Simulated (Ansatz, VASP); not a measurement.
# One calculation of SiO2, two programs

The input INCAR:

```
PREC     = Accurate       # precision mode
ENCUT    = 1340           # plane-wave cutoff, eV
EDIFF    = 1E-6           # SCF threshold, eV
ISMEAR   = 0              # smearing method
SIGMA    = 0.05           # smearing width, eV
LREAL    = False          # projectors in reciprocal space
LASPH    = True           # aspherical terms in the spheres
NELM     = 120            # most SCF steps
ALGO     = Normal         # electronic algorithm
ISIF     = 2              # what is computed and relaxed
LWAVE    = False          # write WAVECAR
LCHARG   = False          # write CHGCAR
GGA      = PE             # functional
NBANDS   = 25             # bands
GGA_COMPAT= False
```

The input KPOINTS:

```
regular mesh
0
Gamma
  6 6 8
```

The input POSCAR:

```
SiO2
1.0
    4.3630000000      0.0000000000      0.0000000000
    0.0000000000      4.3630000000      0.0000000000
    0.0000000000      0.0000000000      2.3670000000
Si O
2 4
Direct
    0.5000000000      0.5000000000      0.5000000000
    0.0000000000      0.0000000000      0.0000000000
    0.6930127928      0.6930127928      0.0000000000
    0.1930127928      0.8069872072      0.5000000000
    0.3069872072      0.3069872072      0.0000000000
    0.8069872072      0.1930127928      0.5000000000
```

Input for Ansatz:

```yaml
crystal:
  lattice:
    - [4.363, 0.0, 0.0]
    - [0.0, 4.363, 0.0]
    - [0.0, 0.0, 2.367]
  atoms:
    - { symbol: Si, position: [0.5, 0.5, 0.5] }
    - { symbol: Si, position: [0.0, 0.0, 0.0] }
    - { symbol: O, position: [0.6930127928, 0.6930127928, 0.0] }
    - { symbol: O, position: [0.1930127928, 0.8069872072, 0.5] }
    - { symbol: O, position: [0.3069872072, 0.3069872072, 0.0] }
    - { symbol: O, position: [0.8069872072, 0.1930127928, 0.5] }
basis:
  ecutwfc: 520.0
kpoints:
  mp_grid: { grid: [6, 6, 8] }
hamiltonian:
  xc: pbe
  pseudopotentials: { kind: paw, azcp: { folder: soft_1 } }
scf:
  occupations: { method: gaussian, width: 0.05 }
output:
  forces: true
  stress: true
  eigenvalues: true
```

Alike in both runs: task single point; functional PBE; k mesh 6 × 6 × 8; occupations gaussian, width 0.05 eV; no spin polarisation.

```csv
,VASP,Ansatz
version,VASP 6.6.1,Ansatz 0.2.0
potentials or method,"VASP PAW PBE potentials, release 64 (Si, O_h), cutoff 1340 eV","scalar-relativistic, plane waves, PAW"
valence electrons in the cell,32,32
```

Ansatz gave:

- gap on the k mesh at the Fermi level (eV): 6.31
- least direct gap on the mesh (eV): 6.31
- rms of the force components (eV/Å): 0.144

Question: What did VASP give for the same quantities?

Answer: gap on the k mesh at the Fermi level (eV): 6.31; least direct gap on the mesh (eV): 6.31; rms of the force components (eV/Å): 0.137.

Atom by atom the forces differ by 0.008 eV/Å (rms over components).
